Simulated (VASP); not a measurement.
Set up this calculation in VASP 6.6.1, as the native input.

- Task: single point
- Functional: PBE
- Potentials or basis: VASP PAW PBE potentials, release 64 (Ca_sv, O)
- Cutoff: 520 eV
- k mesh: 6 × 6 × 6
- Occupations: gaussian, width 0.01 eV
- Spin: no spin polarisation
- Dipole correction: no
- Further INCAR settings: ALGO = Normal; EDIFF = 1e-06; NBANDS = 15

The structure of CaO lies in POSCAR:

```
CaO
1.0
    0.0000000000      2.3975501260      2.2776726197
    2.3975501260      0.0000000000      2.2776726197
    2.3975501260      2.3975501260      0.0000000000
Ca O
1 1
Direct
    0.0000000000      0.0000000000      0.0000000000
    0.5000000000      0.5000000000      0.5000000000
```

This cell differs from its parent crystal: uniaxial z strain -5.0%.

One way to write it, as run:

INCAR

```
SYSTEM = CaO
ALGO     = Normal         ! electronic algorithm
EDIFF    = 1E-6           ! SCF threshold, eV
ENCUT    = 520            ! plane-wave cutoff, eV
GGA      = PE             ! functional
ISIF     = 2              ! what is computed and relaxed
ISMEAR   = 0              ! smearing method
LASPH    = .TRUE.         ! aspherical terms in the spheres
LCHARG   = .FALSE.        ! write CHGCAR
LREAL    = .FALSE.        ! projectors in reciprocal space
LWAVE    = .FALSE.        ! write WAVECAR
NBANDS   = 15             ! bands
NELM     = 100            ! most SCF steps
PREC     = Accurate       ! precision mode
SIGMA    = 0.01           ! smearing width, eV
```

KPOINTS

```
k-points
0
G
  6 6 6
  0 0 0
```

Potentials or basis: VASP PAW PBE potentials, release 64 (Ca_sv, O).

Run with:

```bash
$ cat potpaw_PBE.64/Ca_sv/POTCAR potpaw_PBE.64/O/POTCAR > POTCAR
$ mpirun -np 1 vasp_std > vasp.out
```

Results of the run:

* Pressure: 10.7 GPa
* Band gap on the k mesh: 3.38 eV, indirect (least direct gap 3.90 eV)

Caveat: the cell differs from its parent crystal (uniaxial z strain -5.0%).

It took 28 s on 1 thread of AMD EPYC 7R43 64-Core Processor (Zen 3), with other jobs on the host, peak memory 0.13 GiB.
